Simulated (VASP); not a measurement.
# PbO2 (Fm-3m) in VASP: a series of runs

Aim: see how the results for PbO2 move with the level of theory and the settings. Levels: PBEsol, HSE06. Tasks: single point.

Program: VASP 6.6.1. These are calculated values, not measurements. Logs are shortened: lines on timing, memory, paths and dates and some standing lists are left out, and cuts for length are marked.

### Step 1. The cell of the first run

Symmetry: Fm-3m, No. 225, cubic system. Conventional cell: a = 5.316 Å, b = 5.316 Å, c = 5.316 Å, α = 90.00°, β = 90.00°, γ = 90.00°. Pb (site symmetry m-3m) has 8 O at 2.30 Å within 3.0 Å. Within 3.0 Å of O (site symmetry -43m) lie 4 Pb at 2.30 Å and 6 O at 2.66 Å.

### Step 2. Single point, PBEsol

The input, INCAR:

```
SYSTEM = PbO2
  PREC = Accurate
  ENCUT = 520
  EDIFF = 1E-6
  ISMEAR = -1
  SIGMA = 0.02
  LREAL = .FALSE.
  LASPH = .TRUE.
  NELM = 100
  ALGO = Normal
  ISIF = 2
  LWAVE = .FALSE.
  LCHARG = .FALSE.
  GGA = PS
  NBANDS = 20
```

The input, KPOINTS:

```
Automatic mesh
0
G
  6 6 6
  0 0 0
```

The input, POSCAR:

```
PbO2
1.0
    0.0000000000      2.6581699692      2.6581699692
    2.6581699692      0.0000000000      2.6581699692
    2.6581699692      2.6581699692      0.0000000000
Pb O
1 2
Direct
    0.0000000000      0.0000000000      0.0000000000
    0.2500000000      0.2500000000      0.2500000000
    0.7500000000      0.7500000000      0.7500000000
```

Potentials or basis: VASP PAW PBE potentials, release 64 (Pb_d, O).

Run with:

```bash
cat potpaw_PBE.64/Pb_d/POTCAR potpaw_PBE.64/O/POTCAR > POTCAR
mpirun -np 1 vasp_std > vasp.out
```

OUTCAR:

```text
SYSTEM = PbO2
   PREC = Accurate
   ENCUT = 520
   EDIFF = 1E-6
   ISMEAR = -1
   LREAL = .FALSE.
   LASPH = .TRUE.
   NELM = 100
   ISIF = 2
   GGA = PS

 ion  position               nearest neighbor table
   1  0.000  0.000  0.000-   3 2.30   3 2.30   3 2.30   2 2.30   3 2.30   2 2.30   2 2.30   2 2.30

   2  0.250  0.250  0.250-   1 2.30   1 2.30   1 2.30   1 2.30
   3  0.750  0.750  0.750-   1 2.30   1 2.30   1 2.30   1 2.30

  LATTYP: Found a face centered cubic cell.
 ALAT       =     5.3163399384

  Lattice vectors:

 A1 = (   0.0000000000,   2.6581699692,   2.6581699692)
 A2 = (   2.6581699692,   0.0000000000,   2.6581699692)
 A3 = (   2.6581699692,   2.6581699692,   0.0000000000)

Analysis of symmetry for initial positions (statically):
=====================================================================
 Subroutine PRICEL returns:
 Original cell was already a primitive cell.

 Routine SETGRP: Setting up the symmetry group for a
 face centered cubic supercell.

 Subroutine GETGRP returns: Found 48 space group operations
 (whereof 48 operations were pure point group operations)
 out of a pool of 48 trial point group operations.

The static configuration has the point symmetry O_h .

Analysis of symmetry for dynamics (positions and initial velocities):
=====================================================================
 Subroutine PRICEL returns:
 Original cell was already a primitive cell.

 Routine SETGRP: Setting up the symmetry group for a
 face centered cubic supercell.

 Subroutine GETGRP returns: Found 48 space group operations
 (whereof 48 operations were pure point group operations)
 out of a pool of 48 trial point group operations.

The dynamic configuration has the point symmetry O_h .

 Subroutine INISYM returns: Found 48 space group operations
 (whereof 48 operations are pure point group operations),
 and found     1 'primitive' translations

----------------------------------------------------------------------------------------

                                     Primitive cell

  volume of cell :      37.5646

  direct lattice vectors                    reciprocal lattice vectors
     0.000000000  2.658169969  2.658169969    -0.188099334  0.188099334  0.188099334
     2.658169969  0.000000000  2.658169969     0.188099334 -0.188099334  0.188099334
     2.658169969  2.658169969  0.000000000     0.188099334  0.188099334 -0.188099334

  length of vectors
     3.759220022  3.759220022  3.759220022     0.325797603  0.325797603  0.325797603

  position of ions in fractional coordinates (direct lattice)
     0.000000000  0.000000000  0.000000000
     0.250000000  0.250000000  0.250000000
     0.750000000  0.750000000  0.750000000

  ion indices of the primitive-cell ions
   primitive index   ion index
                 1           1
                 2           2
                 3           3

----------------------------------------------------------------------------------------

 KPOINTS: Automatic mesh

Automatic generation of k-mesh.
 Grid dimensions read from file:
 generate k-points for:    6    6    6

 Generating k-lattice:

  Cartesian coordinates                     Fractional coordinates (reciprocal lattice)
    -0.031349889  0.031349889  0.031349889     0.166666667  0.000000000  0.000000000
     0.031349889 -0.031349889  0.031349889     0.000000000  0.166666667  0.000000000
     0.031349889  0.031349889 -0.031349889     0.000000000  0.000000000  0.166666667

  Length of vectors
     0.054299600  0.054299600  0.054299600

  Shift w.r.t. Gamma in fractional coordinates (k-lattice)
     0.000000000  0.000000000  0.000000000

 Subroutine IBZKPT returns following result:
 ===========================================

 Found     16 irreducible k-points:

 Following reciprocal coordinates:
            Coordinates               Weight
  0.000000  0.000000  0.000000      1.000000
  0.166667  0.000000  0.000000      8.000000
  0.333333  0.000000  0.000000      8.000000
  0.500000  0.000000  0.000000      4.000000
  0.166667  0.166667  0.000000      6.000000
  0.333333  0.166667  0.000000     24.000000
[... 8 lines left out ...]
 -0.333333  0.333333  0.166667     24.000000
 -0.333333  0.500000  0.166667     12.000000
   k-points           NKPTS =     16   k-points in BZ     NKDIM =     16   number of bands    NBANDS=     20
   number of dos      NEDOS =    301   number of ions     NIONS =      3
   total plane-waves  NPLWV =  21952
   dimension x,y,z NGX =    28 NGY =   28 NGZ =   28
   dimension x,y,z NGXF=    56 NGYF=   56 NGZF=   56
   ions per type =               1   2
   NGX,Y,Z   is equivalent  to a cutoff of  12.38, 12.38, 12.38 a.u.
   NGXF,Y,Z  is equivalent  to a cutoff of  24.77, 24.77, 24.77 a.u.
 SYSTEM =  PbO2
   PREC   = accura    normal or accurate (medium, high low for compatibility)
   ISTART =      0    job   : 0-new  1-cont  2-samecut
   ICHARG =      2    charge: 1-file 2-atom 10-const
   ISPIN  =      1    spin polarized calculation?
   LNONCOLLINEAR =      F non collinear calculations
   LSORBIT =      F    spin-orbit coupling
   LASPH  =      T    aspherical Exc in radial PAW
   ENCUT  =  520.0 eV  38.22 Ry    6.18 a.u.   6.99  6.99  6.99*2*pi/ulx,y,z
   NELM   =    100;   NELMIN=  2; NELMDL= -5     # of ELM steps
   EDIFF  = 0.1E-05   stopping-criterion for ELM
   LREAL  =      F    real-space projection
   EDIFFG = 0.1E-04   stopping-criterion for IOM
   NSW    =      0    number of steps for IOM
   IBRION =     -1    ionic relax: 0-MD 1-quasi-New 2-CG
   NFREE  =      0    steps in history (QN), initial steepest desc. (CG)
   ISIF   =      2    stress and relaxation
   ISYM   =      2    0-nonsym 1-usesym 2-fastsym
   POTIM  = 0.5000    time-step for ionic-motion
   TEBEG  =    0.0;   TEEND  =   0.0 temperature during run
   PSTRESS=    0.0 pullay stress
   NELECT =      26.0000    total number of electrons
   NUPDOWN=      -1.0000    fix difference up-down
   EMIN   =  10.00;   EMAX   =-10.00  energy-range for DOS
   EFERMI =   0.00;   METHOD = LEGACY
   ISMEAR =    -1;   SIGMA  =   0.02  broadening in eV -4-tet -1-fermi 0-gaus
   EFERMI_NEDOS =   21; number of points for ismear=-14 and -15
   IALGO  =     38    algorithm
   IMIX   =      4    mixing-type and parameters
     AMIX     =   0.40;   BMIX     =  1.00
     AMIX_MAG =   1.60;   BMIX_MAG =  1.00
  volume/ion in A,a.u.               =      12.52        84.50
  Fermi-wavevector in a.u.,A,eV,Ry     =   1.448127  2.736562 28.532379  2.097071
  Thomas-Fermi vector in A             =   2.566003
   LORBIT       =      0    0 simple, 1 ext, 2 COOP (PROOUT), +10 PAW based schemes
   GGA     = PS    functional components
   LHFCALC =     F    Hartree Fock is set to
   AEXX    =    0.0000 exact exchange contribution
   IVDW    =     0    specifies the selected vdW correction
   LEPSILON=     F    determine dielectric tensor
   LRPA    =     F    only Hartree local field effects (RPA)
 non-spin polarized calculation
  energy-cutoff  :      520.00
  volume of cell :       37.56
 maximum number of plane-waves:      1020
   NGX = 13   NGY = 13   NGZ = 13

 number of electron      26.0000018 magnetization

 Free energy of the ion-electron system (eV)
  ---------------------------------------------------
  ext. energy  EPLUGINS =         0.00000000
  ---------------------------------------------------
  free energy    TOTEN  =       -16.79275752 eV

  energy without entropy =      -16.79211928  energy(sigma->0) =      -16.79243840

 E-fermi :   6.1794     XC(G=0): -11.6886

 val. band max:        6.1314617978   @ k =  -0.3333   0.5000   0.1667
 cond. band min:       6.6073601805   @ k =   0.1667   0.1667   0.0000
 fundamental gap:      0.4758983827
 Fermi energy:         6.1794320098

 k-point     1 :       0.0000    0.0000    0.0000
  band No.  band energies     occupation
      1     -12.7439      2.00000
      2      -9.5769      2.00000
      3      -9.5769      2.00000
      4      -9.5769      2.00000
      5      -9.5375      2.00000
      6      -9.2742      2.00000
[... 12 lines left out ...]
     19      21.7908      0.00000
     20      21.7908      0.00000

 k-point     2 :       0.1667    0.0000    0.0000
  band No.  band energies     occupation
      1     -12.5067      2.00000
      2     -10.5064      2.00000
      3      -9.5400      2.00000
      4      -9.5400      2.00000
      5      -9.2752      2.00000
      6      -9.2752      2.00000
[... 12 lines left out ...]
     19      21.6100      0.00000
     20      21.6100      0.00000

 k-point     3 :       0.3333    0.0000    0.0000
  band No.  band energies     occupation
      1     -12.0781      2.00000
      2     -10.9608      2.00000
      3      -9.4927      2.00000
      4      -9.4927      2.00000
      5      -9.2475      2.00000
      6      -9.2475      2.00000
[... 12 lines left out ...]
     19      21.4047      0.00000
     20      21.4047      0.00000

 k-point     4 :       0.5000    0.0000    0.0000
  band No.  band energies     occupation
      1     -12.0032      2.00000
      2     -10.8492      2.00000
      3      -9.4852      2.00000
      4      -9.4852      2.00000
      5      -9.2159      2.00000
      6      -9.2159      2.00000
[... 12 lines left out ...]
     19      21.3119      0.00000
     20      21.3119      0.00000

 k-point     5 :       0.1667    0.1667    0.0000
  band No.  band energies     occupation
      1     -12.4176      2.00000
      2     -10.6936      2.00000
      3      -9.5043      2.00000
      4      -9.5043      2.00000
      5      -9.3068      2.00000
      6      -9.2547      2.00000
[... 12 lines left out ...]
     19      21.6948      0.00000
     20      21.8679      0.00000
[... 169 lines left out ...]
      6      -9.1958      2.00000
[... 12 lines left out ...]
     19      22.2088      0.00000
     20      23.2230      0.00000

 k-point    14 :       0.5000    0.3333    0.1667
  band No.  band energies     occupation
      1     -11.6552      2.00000
      2     -11.4701      2.00000
      3      -9.3676      2.00000
      4      -9.3570      2.00000
      5      -9.2611      2.00000
      6      -8.9908      2.00000
[... 12 lines left out ...]
     19      21.8956      0.00000
     20      23.8750      0.00000

 k-point    15 :      -0.3333    0.3333    0.1667
  band No.  band energies     occupation
      1     -11.6682      2.00000
      2     -11.4167      2.00000
      3      -9.3578      2.00000
      4      -9.3323      2.00000
      5      -9.2432      2.00000
      6      -8.5137      2.00000
[... 12 lines left out ...]
     19      21.9495      0.00000
     20      23.8797      0.00000

 k-point    16 :      -0.3333    0.5000    0.1667
  band No.  band energies     occupation
      1     -11.6765      2.00000
      2     -11.3788      2.00000
      3      -9.3910      2.00000
      4      -9.2643      2.00000
      5      -9.2334      2.00000
      6      -8.7536      2.00000
[... 12 lines left out ...]
     19      22.7795      0.00000
     20      22.9773      0.00000

------------------------ aborting loop because EDIFF is reached ----------------------------------------

  FORCE on cell =-STRESS in cart. coord.  units (eV):
  Direction    XX          YY          ZZ          XY          YZ          ZX
  --------------------------------------------------------------------------------------
  -------------------------------------------------------------------------------------
  Total        0.2643439      0.2643439      0.2643439      0.0000000      0.0000000      0.0000000
  in kB       11.2746135     11.2746135     11.2746135      0.0000000      0.0000000      0.0000000
  external PRESSURE =      11.2746135 kB  Pullay stress =       0.0000000 kB

 VOLUME and BASIS-vectors are now :
 -----------------------------------------------------------------------------
  energy-cutoff  :      520.00
  volume of cell :       37.56
      direct lattice vectors                 reciprocal lattice vectors
     0.000000000  2.658169969  2.658169969    -0.188099334  0.188099334  0.188099334
     2.658169969  0.000000000  2.658169969     0.188099334 -0.188099334  0.188099334
     2.658169969  2.658169969  0.000000000     0.188099334  0.188099334 -0.188099334

 POSITION                                       TOTAL-FORCE (eV/Angst)
 -----------------------------------------------------------------------------------
      0.00000      0.00000      0.00000         0.000000      0.000000      0.000000
      1.32908      1.32908      1.32908        -0.000000     -0.000000     -0.000000
      3.98725      3.98725      3.98725         0.000000      0.000000      0.000000
 -----------------------------------------------------------------------------------
    total drift:                                0.000000      0.000000      0.000000

  FREE ENERGIE OF THE ION-ELECTRON SYSTEM (eV)
  ---------------------------------------------------
  free  energy   TOTEN  =       -16.7927575217 eV

  energy  without entropy=      -16.7921192840  energy(sigma->0) =      -16.79243840
```

It took 16 s on 1 thread of AMD EPYC 7R13 (Zen 3), shared host; peak memory 0.13 GiB.

What came out:

```yaml
Free_energy: -16.7928 eV
Pressure: 1.1 GPa
Band_gap_on_the_k_mesh: zero (band 13 reaches 6.13 eV, above the bottom of band 14 at 4.82 eV)
```

Caveat: the PAW data sets were made with another functional, which shifts forces and pressure a little; spin-orbit coupling is left out, which moves the levels of the heavy elements.

[end of part 1 of 2]
